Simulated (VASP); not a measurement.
CdF2:

```xyz
3
Lattice="0.0000 2.7479 2.6940 2.7479 0.0000 2.6940 2.7479 2.7479 0.0000" Properties=species:S:1:pos:R:3 pbc="T T T"
Cd    0.0000    0.0000    0.0000
F     4.1218    4.1218    4.0410
F     1.3739    1.3739    1.3470
```

Base run:

```yaml
Program: VASP 6.6.1
Functional: PBEsol
Potentials_or_basis: VASP PAW PBE potentials, release 64 (Cd_sv_GW, F)
Cutoff: 600 eV
k_mesh: 7 × 7 × 7
Occupations: fermi-dirac, width 0.05 eV
Spin: no spin polarisation
```

Its results: band gap on the k mesh 2.81 eV, indirect (least direct gap 3.30 eV); pressure -4.8 GPa.

Question: The run is repeated on the same cell with these changes: potentials or basis from VASP PAW PBE potentials, release 64 (Cd_sv_GW, F) to VASP PAW PBE potentials, release 64 (Cd, F); cutoff from 600 eV to 520 eV; further incar settings from ALGO = Normal; EDIFF = 1e-06; NBANDS = 24 to ALGO = Normal; EDIFF = 1e-07; NBANDS = 20; valence electrons from 34 to 26. What comes out?

Answer: Band gap on the k mesh 2.80 eV, indirect (least direct gap 3.29 eV); pressure -3.5 GPa.

Caveats: the PAW data sets were made with another functional, which shifts forces and pressure a little.

A k mesh can miss the band edges.
